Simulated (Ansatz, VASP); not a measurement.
**MgO in VASP and in Ansatz**

File POSCAR:

```
MgO
1.0
    2.6079589253     -0.0628728224     -0.0628728224
   -0.0628728224      2.6079589253     -0.0628728224
   -0.0628728224     -0.0628728224      2.6079589253
Mg O
1 1
Direct
    0.0000000000      0.0000000000      0.0000000000
    0.5000000000      0.5000000000      0.5000000000
```

INCAR.step1

```
SYSTEM = MgO
PREC = Accurate
ENCUT = 520
ISMEAR = 0
SIGMA = 0.01
LREAL = .FALSE.
LASPH = .TRUE.
NELM = 100
NBANDS = 11
GGA = PE
ALGO = Normal
EDIFF = 1E-4
LWAVE = .TRUE.
LCHARG = .FALSE.
```

The input INCAR.step2:

```
SYSTEM = MgO
PREC = Accurate
ENCUT = 520
EDIFF = 1E-6
ISMEAR = 0
SIGMA = 0.01
LREAL = .FALSE.
LASPH = .TRUE.
NELM = 100
ALGO = Normal
ISIF = 2
LWAVE = .FALSE.
LCHARG = .TRUE.
METAGGA = R2SCAN
LMIXTAU = .TRUE.
LELF = .TRUE.
LVHAR = .TRUE.
NBANDS = 11
ISTART = 1
```

File KPOINTS:

```
Automatic mesh
0
G
  10 10 10
  0 0 0
```

Input for Ansatz:

```yaml
crystal:
  lattice:
    - [2.6079589253, -0.0628728224, -0.0628728224]
    - [-0.0628728224, 2.6079589253, -0.0628728224]
    - [-0.0628728224, -0.0628728224, 2.6079589253]
  atoms:
    - { symbol: Mg, position: [0.0, 0.0, 0.0] }
    - { symbol: O, position: [0.5, 0.5, 0.5] }
kpoints:
  mp_grid: { grid: [10, 10, 10] }
  band_path:
    path: [[0.0, 0.0, 0.0], [0.0, 0.5, 0.0], [0.5, 0.5, 0.0], [0.5, 0.5, 0.5]]
    npoints: 1
hamiltonian:
  xc: r2scan
scf:
  occupations: { method: fixed }
  n_extra_bands: 4
output:
  forces: true
  stress: true
  eigenvalues: true
```

Change from the starting cell: epitaxial_111 strain +1.8%.

Alike in both runs: task single point; functional r2SCAN; k mesh 10 × 10 × 10; no spin polarisation.

|  | VASP | Ansatz |
| --- | --- | --- |
| version | VASP 6.6.1 | Ansatz 0.2.0 |
| potentials or method | VASP PAW PBE potentials, release 64 (Mg, O) | plane waves, PAW |
| plane-wave cutoff (eV) | 520 | 500 |
| occupations | gaussian, width 0.01 eV | fixed |
| valence electrons in the cell | 8 | 16 |

```tsv
	VASP	Ansatz	Ansatz less VASP
gap on the k mesh at the Fermi level (eV)	3.69	3.73	+0.040
pressure (GPa)	2.7	3.9	+1.22
traceless stress, the component that is largest in VASP (GPa)	-2.01	-1.96	+0.051
```

VASP's potentials were made for PBE, not for r2SCAN. VASP's potentials hold 8 valence electrons a cell and Ansatz's 16, so a difference there can come from the potentials and not from the codes.
